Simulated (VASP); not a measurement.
Runs of VASP 6.6.1 on HfB5. The structure is that of space group P6/mmm (No. 191), or close to it. The cells are those of the table. 

```tsv
task	level	cell	k mesh	cutoff (eV)	smearing	gap on the mesh (eV)	pressure (GPa)	relaxed volume (Å³/atom)
single point	PBE	a = 4.331, b = 4.331, c = 2.942 Å, angles 90.0, 90.0, 120.0°, 6 atoms	12 × 12 × 12	520	gaussian 0.1 eV	none	-0.5	-
single point	PBE	a = 4.325, b = 4.325, c = 2.945 Å, angles 90.0, 90.0, 120.0°, 6 atoms	6 × 6 × 6	520	gaussian 0.1 eV	none	-0.4	-
relaxation of cell and atoms	PBE	relaxed from a = 4.474, b = 4.474, c = 3.646 Å, angles 90.0, 90.0, 120.0°, 6 atoms	6 × 6 × 6	600	gaussian 0.1 eV	none	0.1	7.94
relaxation of cell and atoms	PBE	relaxed from a = 4.325, b = 4.325, c = 2.945 Å, angles 90.0, 90.0, 120.0°, 6 atoms	12 × 12 × 12	600	gaussian 0.1 eV	none	0.1	(b)
single point	PBE	a = 4.474, b = 4.474, c = 3.646 Å, angles 90.0, 90.0, 120.0°, 6 atoms	6 × 6 × 6	520	gaussian 0.1 eV	none	(a)	-
single point	revPBE+D4	a = 4.331, b = 4.331, c = 2.942 Å, angles 90.0, 90.0, 120.0°, 6 atoms	12 × 12 × 12	520	methfessel-paxton 0.1 eV	none	-9.2	-
```

Alike in all rows: potentials or basis VASP PAW PBE potentials, release 64 (Hf_pv, B); no spin polarisation.

**Question.** Fill in the values left out.

**Answer.** (a) -36.6; (b) 7.95.

Caveats: spin-orbit coupling is left out, which moves the levels of the heavy elements; the volume moved by over 15 % at a fixed basis, so the end points are rough (some runs); the PAW data sets were made with another functional, which shifts forces and pressure a little (some runs); pairwise dispersion overbinds metals, which lowers pressure and volume (some runs).

A k mesh can miss the band edges, and the runs leave out spin-orbit coupling on Hf.

A gap of «none» marks levels without a gap at the run's occupations.
